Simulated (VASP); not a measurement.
Input of a VASP 6.6.1 run:

Contents of INCAR:

```
ALGO = Normal
EDIFF = 1E-6
ENCUT = 600
GGA = PE
GGA_COMPAT = False
ISIF = 2
ISMEAR = 0
ISYM = 0
LASPH = True
LCHARG = False
LREAL = False
LWAVE = False
NBANDS = 11
NELM = 120
PREC = Accurate
SIGMA = 0.1
```

Contents of KPOINTS:

```
k-points
0
Gamma
  4 4 4
```

File POSCAR:

```
BeTe
1.0
    0.0000000000      2.5940938935      2.5940938935
    2.5940938935      0.0000000000      2.5940938935
    2.5940938935      2.5940938935      0.0000000000
Be Te
1 1
Direct
    0.0000000000      0.0000000000      0.0000000000
    0.7500000000      0.7500000000      0.7500000000
```

Potentials or basis: VASP PAW PBE potentials, release 64 (Be, Te).

Command:

```bash
$ cat potpaw_PBE.64/Be/POTCAR potpaw_PBE.64/Te/POTCAR > POTCAR
$ mpirun -np 1 vasp_std > vasp.out
```

(1) What does it give for the band gap on the k mesh?

(2) Estimate the pressure.

Results:

(1) 1.24 eV, indirect (least direct gap 3.29 eV).

(2) 26.2 GPa.

Caveat: the k points lie up to 0.52 Å⁻¹ apart; spin-orbit coupling is left out, which moves the levels of the heavy elements.
